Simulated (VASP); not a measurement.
Here is a VASP 6.6.1 calculation.

File INCAR:

```
  PREC = Accurate
  ENCUT = 520
  EDIFF = 1E-7
  ISMEAR = -1
  SIGMA = 0.1
  LREAL = False
  LASPH = True
  NELM = 100
  ALGO = Normal
  ISIF = 2
  LWAVE = False
  LCHARG = False
  GGA = B5
  ALDAX = 1.0
  AGGAX = 1.0
  AGGAC = 1.0
  ALDAC = 0.0
  NBANDS = 16
```

Contents of KPOINTS:

```
regular mesh
0
Gamma
  22 22 2
```

POSCAR

```
C
1.0
    1.7793888740      0.0000000000      0.0000000000
   -0.8896944370      1.5409959681      0.0000000000
    0.0000000000      0.0000000000     18.7870421294
C
4
Direct
    0.0000000000      1.0000000000      1.0000000000
    0.0000000000      1.0000000000      0.5000000000
    0.3333333333      0.6666666667      0.2500000000
    0.6666666667      0.3333333333      0.7500000000
```

Potentials or basis: VASP PAW PBE potentials, release 64 (C).

Launch:

```sh
$ cat potpaw_PBE.64/C/POTCAR > POTCAR
$ mpirun -np 1 vasp_std > vasp.out
```

**Question.** Predict the pressure.

**Answer.** 0.4 GPa.

**Question.** Estimate the band gap on the k mesh.

**Answer.** Zero (band 8 reaches 3.11 eV, above the bottom of band 9 at 1.93 eV).

Stress tensor (GPa, compression positive):
```
0.51 0.00 0.00
0.00 0.51 0.00
0.00 0.00 0.19
```

Caveat: the PAW data sets were made with another functional, which shifts forces and pressure a little; this functional lacks dispersion, which binds the layers, so the pressure and a relaxed spacing across them are unreliable.
